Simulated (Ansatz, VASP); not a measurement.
## MgS in VASP and in Ansatz

Contents of INCAR:

```
SYSTEM = MgS
PREC     = Accurate       ! precision mode
ENCUT    = 520            ! plane-wave cutoff, eV
EDIFF    = 1E-7           ! SCF threshold, eV
ISMEAR   = 0              ! smearing method
SIGMA    = 0.05           ! smearing width, eV
LREAL    = .False.        ! projectors in reciprocal space
LASPH    = .True.         ! aspherical terms in the spheres
NELM     = 100            ! most SCF steps
ALGO     = Normal         ! electronic algorithm
ISIF     = 2              ! what is computed and relaxed
LWAVE    = .False.        ! write WAVECAR
LCHARG   = .True.         ! write CHGCAR
GGA      = PE             ! functional
LELF     = .True.         ! ELF
LVHAR    = .True.       
NBANDS   = 11             ! bands
```

Contents of KPOINTS:

```
regular mesh
0
Gamma
  8 8 8
  0 0 0
```

The input POSCAR:

```
MgS
1.0
    0.0000000000      2.3935180000      2.7057160000
    2.3935180000      0.0000000000      2.7057160000
    2.3935180000      2.3935180000      0.0000000000
Mg S
1 1
Direct
    0.0000000000      0.0000000000      0.0000000000
    0.5000000000      0.5000000000      0.5000000000
```

Input for Ansatz:

```yaml
crystal:
  lattice:
    - [0.0, 2.393518, 2.705716]
    - [2.393518, 0.0, 2.705716]
    - [2.393518, 2.393518, 0.0]
  atoms:
    - { symbol: Mg, position: [0.0, 0.0, 0.0] }
    - { symbol: S, position: [0.5, 0.5, 0.5] }
basis:
  ecutwfc: 420
kpoints:
  mp_grid: { grid: [8, 8, 8] }
hamiltonian:
  xc: pbe
scf:
  occupations: { method: gaussian, width: 0.05 }
output:
  forces: true
  stress: true
  eigenvalues: true
```

Change from the starting cell: strain -0.080 along x and y, +0.040 along z, atoms carried along.

Alike in both runs: task single point; functional PBE; k mesh 8 × 8 × 8; occupations gaussian, width 0.05 eV; no spin polarisation.

|  | VASP | Ansatz |
| --- | --- | --- |
| version | VASP 6.6.1 | Ansatz 0.2.0 |
| potentials or method | VASP PAW PBE potentials, release 64 (Mg, S), cutoff 520 eV | scalar-relativistic, plane waves, PAW |
| valence electrons in the cell | 8 | 16 |

|  | VASP | Ansatz | Ansatz less VASP |
| --- | --- | --- | --- |
| gap on the k mesh at the Fermi level (eV) | 2.72 | 2.72 | +0.004 |
| least direct gap on the mesh (eV) | 4.51 | 4.51 | +0.003 |
| pressure (GPa) | 17.1 | 17.4 | +0.29 |
| traceless stress, the component that is largest in VASP (GPa) | -14.58 | -14.57 | +0.009 |

With one functional, cell and mesh, what is left measures potentials, basis and numerics. VASP's potentials hold 8 valence electrons a cell and Ansatz's 16, so a difference there can come from the potentials and not from the codes.
